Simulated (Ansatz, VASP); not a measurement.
One calculation of FeO, two programs

The input INCAR:

```
SYSTEM = FeO
ALGO = Normal
EDIFF = 1E-6
ENCUT = 520
GGA = PE
ISIF = 2
ISMEAR = -1
ISPIN = 2
LASPH = .True.
LCHARG = .False.
LMAXMIX = 4
LORBIT = 11
LREAL = .False.
LWAVE = .False.
MAGMOM = 6 0
NBANDS = 18
NELM = 150
NUPDOWN = 6.0
PREC = Accurate
SIGMA = 0.05
```

Contents of KPOINTS:

```
k-points
0
Gamma
  9 9 9
  0 0 0
```

Contents of POSCAR:

```
FeO
1.0
    0.0000000000      2.1554000000      2.1554000000
    2.1554000000      0.0000000000      2.1554000000
    2.1554000000      2.1554000000      0.0000000000
Fe O
1 1
Direct
    0.0000000000      0.0000000000      0.0000000000
    0.5000000000      0.5000000000      0.5000000000
```

File input.yaml:

```yaml
crystal:
  lattice:
    - [0.0, 2.1554, 2.1554]
    - [2.1554, 0.0, 2.1554]
    - [2.1554, 2.1554, 0.0]
  atoms:
    - { symbol: Fe, position: [0.0, 0.0, 0.0], spin: 6.0 }
    - { symbol: O, position: [0.5, 0.5, 0.5] }
hamiltonian:
  xc: pbe
  pseudopotentials: { kind: paw }
magnetization:
  spin_polarized: true
  initial_magnetization: 6.0
  spin_locking: { lock_magnetization: hard }
kpoints:
  mp_grid: { grid: [9, 9, 9] }
scf:
  occupations: { method: fermi_dirac, width: 0.05 }
  lower_state_search: "off"
output:
  forces: true
  stress: true
  eigenvalues: true
  write_density: true
  write_potential: true
  elf: true
  volumetric_format: npy
```

Alike in both runs: task single point; functional PBE; k mesh 9 × 9 × 9; occupations fermi-dirac, width 0.05 eV; collinear spin; fixed moment 6 μB.

```csv
,VASP,Ansatz
version,VASP 6.6.1,Ansatz 0.2.0
potentials or method,"VASP PAW PBE potentials, release 64 (Fe, O)",Ansatz PAW
plane-wave cutoff (eV),520,420
valence electrons in the cell,14,22
```

Ansatz gave:

| Quantity | Value |
| --- | --- |
| net moment per atom (μB) | 3.00 |
| size of the moment on the site where the two differ most (μB) | 4.23 |

Which values does VASP return?

net moment per atom (μB): 3.00; size of the moment on the site where the two differ most (μB): 4.61.

Site moments also hang on the region over which each program counts them. With one functional, cell and mesh, what is left measures potentials, basis and numerics. VASP's potentials hold 14 valence electrons a cell and Ansatz's 22, so a difference there can come from the potentials and not from the codes.
